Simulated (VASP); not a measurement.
## CaSe: single point with PBEsol

CaSe:

```
CELL_PARAMETERS angstrom
0.00000 2.95600 2.95600
2.95600 0.00000 2.95600
2.95600 2.95600 0.00000
ATOMIC_POSITIONS crystal
Ca 0.00000 0.00000 0.00000
Se 0.49789 0.49789 0.50211
```

This cell differs from its parent crystal: all Se atoms moved +0.013 Å, as atom 2 towards its neighbour atom 1 (Ca) at 2.956 Å.

| Property | Result |
| --- | --- |
| Program | VASP 6.6.1 |
| Task | single point |
| Functional | PBEsol |
| Potentials or basis | VASP PAW PBE potentials, release 64 (Ca_sv, Se) |
| Cutoff | 520 eV |
| k mesh | 8 × 8 × 8 |
| Occupations | gaussian, width 0.05 eV |
| Spin | no spin polarisation |

* Pressure: -0.9 GPa
* Largest force: 0.037 eV/Å
* Band gap on the k mesh: 1.92 eV, indirect (least direct gap 2.87 eV)

Forces on the atoms (eV/Å):
```
Ca   0.000  0.000 -0.037
Se   0.000  0.000  0.037
```

Levels at points of the mesh, in eV from the valence-band top:
| k point | band 6 | band 7 | band 8 | band 9 | band 10 | band 11 |
| --- | --- | --- | --- | --- | --- | --- |
| (0.00, 0.00, 0.00) | 0.00 | 0.00 | 0.00 | 3.19 | 3.65 | 3.65 |
| (0.50, 0.00, 0.00) | -3.34 | -1.22 | -1.22 | 4.38 | 5.45 | 5.49 |
| (0.50, 0.50, 0.00) | -2.56 | -0.95 | -0.95 | 1.92 | 4.94 | 5.04 |
| (0.00, 0.50, 0.50) | -2.56 | -0.95 | -0.95 | 1.92 | 4.94 | 5.04 |

It took 30 s on 1 thread of Intel(R) Xeon(R) Platinum 8375C CPU @ 2.90GHz (Ice Lake), with other jobs on the host, peak memory 0.2 GiB.

Caveat: the cell differs from its parent crystal (all Se atoms moved +0.013 Å, as atom 2 towards its neighbour atom 1 (Ca) at 2.956 Å); the PAW data sets were made with another functional, which shifts forces and pressure a little. A k mesh can miss the band edges.
